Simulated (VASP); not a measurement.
Wanted: the native input for a VASP 6.6.1 run.

```
Task                    : density of states
Functional              : PBE
Potentials or basis     : VASP PAW PBE potentials, release 64 (Ca_sv, O)
Cutoff                  : 520 eV
k mesh                  : 8 × 8 × 8
Occupations             : gaussian, width 0.02 eV
Spin                    : no spin polarisation
Dipole correction       : no
k mesh for the DOS      : 12 × 12 × 12
Occupations for the DOS : tetrahedron
Further INCAR settings  : ALGO = Normal; EDIFF = 1e-06
```

CaO:

```xyz
2
Lattice="0.0000 2.4152 2.4152 2.4152 0.0000 2.4152 2.4152 2.4152 0.0000" Properties=species:S:1:pos:R:3 pbc="T T T"
Ca    2.4152    2.4152    2.4152
O     0.0000    0.0000    0.0000
```

One way to write it, as run:

POSCAR

```
CaO
1.0
    0.0000000000      2.4151517513      2.4151517513
    2.4151517513      0.0000000000      2.4151517513
    2.4151517513      2.4151517513      0.0000000000
Ca O
1 1
Direct
    0.5000000000      0.5000000000      0.5000000000
    0.0000000000      0.0000000000      0.0000000000
```

INCAR.step1

```
SYSTEM = CaO
PREC = Accurate
ENCUT = 520
EDIFF = 1E-6
ISMEAR = 0
SIGMA = 0.02
LREAL = .FALSE.
LASPH = .TRUE.
NELM = 120
ALGO = Normal
ISIF = 2
LWAVE = .FALSE.
LCHARG = .TRUE.
GGA = PE
NBANDS = 15
GGA_COMPAT = .FALSE.
NEDOS = 2001
LORBIT = 11
```

KPOINTS.step1

```
regular mesh
0
G
  8 8 8
  0 0 0
```

INCAR.step2

```
SYSTEM = CaO
PREC = Accurate
ENCUT = 520
EDIFF = 1E-6
ISMEAR = -5
SIGMA = 0.02
LREAL = .FALSE.
LASPH = .TRUE.
NELM = 120
ALGO = Normal
ISIF = 2
LWAVE = .FALSE.
LCHARG = .FALSE.
GGA = PE
LORBIT = 11
NEDOS = 1001
ICHARG = 11
GGA_COMPAT = .FALSE.
```

KPOINTS.step2

```
regular mesh
0
G
  12 12 12
  0 0 0
```

Potentials or basis: VASP PAW PBE potentials, release 64 (Ca_sv, O).

Run with:

```console
$ cat potpaw_PBE.64/Ca_sv/POTCAR potpaw_PBE.64/O/POTCAR > POTCAR
$ cp INCAR.step1 INCAR
$ cp KPOINTS.step1 KPOINTS
$ mpirun -np 1 vasp_std > vasp.out
$ cp INCAR.step2 INCAR
$ cp KPOINTS.step2 KPOINTS
$ mpirun -np 1 vasp_std > vasp.out
```

Results of the run:

```json
{"Valence electrons inside the program's atomic spheres": "Ca 8.21; O 5.00"}
```

Wall time 15 s on 1 thread of Intel(R) Xeon(R) 6975P-C (Granite Rapids), with other jobs on the host, peak memory 0.16 GiB.
